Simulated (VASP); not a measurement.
Wanted: the native input for a VASP 6.6.1 run.

```
Task                   : single point
Functional             : LDA
Potentials or basis    : VASP PAW LDA potentials, release 64 (Li_sv, H, S, O)
Cutoff                 : 520 eV
k mesh                 : 2 × 1 × 1
Occupations            : fermi-dirac, width 0.05 eV
Spin                   : no spin polarisation
Dipole correction      : no
Further INCAR settings : LREAL = Auto; ALGO = Normal; EDIFF = 1e-06; NBANDS = 88
```

The structure of LiHSO4 lies in POSCAR:

```
LiHSO4
1.0
    5.3414780000      0.0000000000      0.0000000000
    0.0000000000      7.3736770000      0.0000000000
   -0.0226800000      0.0000000000      8.5596560000
Li H S O
4 4 4 16
Direct
    0.5010686056      0.2387140093      0.0329335665
    0.4358535175      0.8648873554      0.5115509315
    0.5359887572      0.6899949645      1.0216999375
    0.4906921016      0.2101529535      0.4903468083
    0.9364284355      0.5922553971      0.7765382160
    0.0810729822      0.1579944443      0.7120613258
    0.0893038526      0.3642551742      0.1946456727
    0.8863858602      0.8464433688      0.3135172722
    0.2736567365      0.4804116047      0.6936260055
    0.7834420533      0.9794434988      0.7733021047
    0.7550024791      0.5029648030      0.2922897836
    0.1993035320      0.0370100291      0.2326028055
    0.4363429771      0.4705522089      0.8296478270
    0.6597798650      0.9884756276      0.6172677967
    0.5900696897      0.4820254535      0.1518635796
    0.2472928473      0.0683783681      0.3972355898
    0.2801806877      0.3272315834      0.5943112667
    0.7928275738      0.7897145481      0.8408749137
    0.7486377966      0.6823461348      0.3673862594
    0.1571157046      0.2006054781      0.1247830520
    0.2901029627      0.6649192798      0.6207492451
    0.6636604752      0.0886396299      0.8830611884
    0.7179831164      0.3558604479      0.3964294827
    0.4056796017      0.9263085432      0.1820400259
    0.9883258708      0.4592281436      0.7769354282
    0.0736379598      1.0345313471      0.7423078684
    0.0257054140      0.4949362442      0.2206747561
    0.9159993187     -0.0325753352      0.2464818680
```

One way to write it, as run:

INCAR

```
SYSTEM = LiHSO4
  PREC = Accurate
  ENCUT = 520
  EDIFF = 1E-6
  ISMEAR = -1
  SIGMA = 0.05
  LREAL = Auto
  LASPH = .True.
  NELM = 80
  ALGO = Normal
  ISIF = 2
  LWAVE = .False.
  LCHARG = .False.
  NBANDS = 88
```

KPOINTS

```
regular mesh
0
Gamma
  2 1 1
  0 0 0
```

Potentials or basis: VASP PAW LDA potentials, release 64 (Li_sv, H, S, O).

Command:

```console
$ cat potpaw_LDA.64/Li_sv/POTCAR potpaw_LDA.64/H/POTCAR potpaw_LDA.64/S/POTCAR potpaw_LDA.64/O/POTCAR > POTCAR
$ mpirun -np 1 vasp_std > vasp.out
```

It gave:

The largest force is 5.207 eV/Å. The band gap on the k mesh is 4.75 eV, direct.

Caveat: the k points lie up to 0.85 Å⁻¹ apart; forces of over 1 eV/Å act on the atoms, so gaps and moduli don't describe the material at rest.

Run time: 51 s on 1 thread of Intel(R) Xeon(R) 6975P-C (Granite Rapids) (shared host), peak memory 0.3 GiB.
